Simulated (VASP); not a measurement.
Here is a VASP 6.6.1 calculation.

Contents of INCAR:

```
SYSTEM = MgO
PREC = Accurate ; ENCUT = 520
EDIFF = 1E-6 ; ISMEAR = -1
SIGMA = 0.05 ; LREAL = .FALSE.
LASPH = .TRUE. ; NELM = 100
ALGO = Normal ; ISIF = 2
LWAVE = .FALSE. ; LCHARG = .TRUE.
GGA = PE ; LELF = .TRUE.
LVHAR = .TRUE. ; NBANDS = 11
```

KPOINTS

```
Automatic mesh
0
G
  16 16 16
  0 0 0
```

File POSCAR:

```
MgO
1.0
    0.0000000000      2.1269431585      2.1269431585
    2.1269431585      0.0000000000      2.1269431585
    2.1269431585      2.1269431585      0.0000000000
Mg O
1 1
Direct
    0.0000000000      0.0000000000      0.0000000000
    0.5000000000      0.5000000000      0.5000000000
```

Potentials or basis: VASP PAW PBE potentials, release 64 (Mg, O).

Launch:

```console
$ cat potpaw_PBE.64/Mg/POTCAR potpaw_PBE.64/O/POTCAR > POTCAR
$ mpirun -np 1 vasp_std > vasp.out
```

Estimate the band gap on the k mesh.

4.44 eV, direct.

Estimate the pressure.

-0.8 GPa.

A k mesh can miss the band edges.
